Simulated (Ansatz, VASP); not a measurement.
## AlCu in VASP and in Ansatz

```
Al Cu
1.0
     2.61849    0.00000    0.00000
    -1.30924    2.26768    0.00000
     0.00000    0.00000   28.84845
Al Cu
1 1
Cartesian
  0.0000 0.0000 6.7551
  0.0000 0.0000 9.2449
```

Alike in both runs: functional PBE; k mesh 24 × 24 × 1; occupations gaussian, width 0.1 eV; no spin polarisation.

Ansatz relaxed the structure, and its values are those at the end. VASP's run is a single point on that final structure, the one shown.

```csv
,VASP,Ansatz
version,VASP 6.6.1,Ansatz 0.2.0
potentials or method,"VASP PAW PBE potentials, release 64 (Al, Cu), cutoff 520 eV","scalar-relativistic, plane waves, PAW"
valence electrons in the cell,14,22
```

```tsv
	VASP	Ansatz	Ansatz less VASP
gap on the k mesh at the Fermi level (eV)	none	none	-
rms of the force components (eV/Å)	0.011	0.004	-0.0075
```

A gap of «none» marks a metal or a gap that the smearing closes. The functional is the same, so the differences come from potentials, cutoffs and numerics. VASP's potentials hold 14 valence electrons a cell and Ansatz's 22, so a difference there can come from the potentials and not from the codes.
